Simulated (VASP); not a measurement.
# Mg2CdS: single point with PBE

Mg2CdS:

```
Mg Cd S
1.0
     3.13806    0.00000    0.00000
    -1.56903    2.71764    0.00000
     0.00000    0.00000   11.19202
Mg Cd S
2 1 1
Direct
  0.00000 0.00000 0.28163
  0.00000 0.00000 0.71837
  0.00000 0.00000 0.00000
  0.00000 0.00000 0.50000
```

```json
{
  "Program": "VASP 6.6.1",
  "Task": "single point",
  "Functional": "PBE",
  "Potentials or basis": "VASP PAW PBE potentials, release 64 (Mg, Cd, S)",
  "Cutoff": "520 eV",
  "k mesh": "6 × 6 × 2",
  "Occupations": "gaussian, width 0.1 eV",
  "Spin": "no spin polarisation"
}
```

```
Pressure               : -0.2 GPa
Largest force          : 0.030 eV/Å
Band gap on the k mesh : zero (band 11 reaches 3.73 eV, above the bottom of band 12 at 2.21 eV)
```

Forces on the atoms (eV/Å):
```
Mg   0.000  0.000 -0.030
Mg   0.000  0.000  0.030
Cd   0.000  0.000  0.000
S    0.000  0.000  0.000
```

Stress tensor (GPa, compression positive):
```
-0.33  0.00  0.00
 0.00 -0.33  0.00
 0.00  0.00  0.04
```

Levels at points of the mesh, in eV from the Fermi level:
| k point | band 7 | band 8 | band 9 | band 10 | band 11 | band 12 | band 13 | band 14 | band 15 | band 16 |
| --- | --- | --- | --- | --- | --- | --- | --- | --- | --- | --- |
| (0.00, 0.00, 0.00) | -6.59 | -5.99 | -3.14 | -3.09 | 1.37 | 1.37 | 1.48 | 3.54 | 8.60 | 8.71 |
| (0.50, 0.00, 0.00) | -4.48 | -3.10 | -1.05 | -0.91 | -0.16 | 0.03 | 0.99 | 1.46 | 2.33 | 4.40 |
| (0.00, 0.00, 0.50) | -6.75 | -5.47 | -4.50 | -1.37 | -0.01 | 1.37 | 1.37 | 5.51 | 6.49 | 8.78 |
| (0.50, 0.00, 0.50) | -4.47 | -3.11 | -1.18 | -0.79 | 0.03 | 0.53 | 0.59 | 0.60 | 3.27 | 4.41 |

Run time: 13 s on 1 thread of Intel(R) Xeon(R) 6975P-C (Granite Rapids), with other jobs on the host, peak memory 0.21 GiB.

Caveat: the k points lie up to 0.39 Å⁻¹ apart.
